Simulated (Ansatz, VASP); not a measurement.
**Ba3Rh in VASP and in Ansatz**

```
CELL_PARAMETERS angstrom
4.97269 0.00000 0.00000
0.00000 4.97269 0.00000
0.00000 0.00000 4.97269
ATOMIC_POSITIONS crystal
Ba 0.00000 0.50000 0.50000
Ba 0.50000 0.00000 0.50000
Ba 0.50000 0.50000 0.00000
Rh 0.00000 0.00000 0.00000
```

Alike in both runs: task single point; functional PBE; k mesh 4 × 4 × 4; occupations gaussian, width 0.1 eV; no spin polarisation.

|  | VASP | Ansatz |
| --- | --- | --- |
| version | VASP 6.6.1 | Ansatz 0.2.0 |
| potentials or method | VASP PAW PBE potentials, release 64 (Ba_sv, Rh_pv), cutoff 520 eV | scalar-relativistic, plane waves, PAW |
| valence electrons in the cell | 45 | 47 |

|  | VASP | Ansatz | Ansatz less VASP |
| --- | --- | --- | --- |
| gap on the k mesh at the Fermi level (eV) | none | none | - |
| pressure (GPa) | 6.4 | 4.9 | -1.51 |

A gap of «none» marks a metal or a gap that the smearing closes. VASP's potentials hold 45 valence electrons a cell and Ansatz's 47, so a difference there can come from the potentials and not from the codes.

Spin-orbit coupling is off throughout.
